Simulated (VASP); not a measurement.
A run of VASP 6.6.1 is set up as follows.

Contents of INCAR:

```
SYSTEM = NiGe3
PREC = Accurate
ENCUT = 600
EDIFF = 1E-6
ISMEAR = 0
SIGMA = 0.1
LREAL = .FALSE.
LASPH = .TRUE.
NELM = 100
ALGO = Normal
ISIF = 3
LWAVE = .FALSE.
LCHARG = .FALSE.
GGA = PE
IBRION = 2
NSW = 100
EDIFFG = -0.05
```

Contents of KPOINTS:

```
Automatic mesh
0
G
  6 6 6
  0 0 0
```

File POSCAR:

```
NiGe3
1.0
    3.8245629210      0.0000000000      0.0000000000
    0.0000000000      3.8245629210      0.0000000000
    0.0000000000      0.0000000000      3.8245629210
Ge Ni
3 1
Direct
    0.0000000000      0.5000000000      0.5000000000
    0.5000000000      0.0000000000      0.5000000000
    0.5000000000      0.5000000000      0.0000000000
    0.0000000000      0.0000000000      0.0000000000
```

Potentials or basis: VASP PAW PBE potentials, release 64 (Ge_d, Ni).

Launch:

```bash
$ cat potpaw_PBE.64/Ge_d/POTCAR potpaw_PBE.64/Ni/POTCAR > POTCAR
$ mpirun -np 1 vasp_std > vasp.out
```

(1) Estimate the relaxed volume.

(2) Predict the space group after relaxing (to 0.05 Å).

## Answers

(1) 16.48 Å³/atom.

(2) Pm-3m (No. 221).

Caveat: the volume moved by over 15 % at a fixed basis, so the end points are rough.
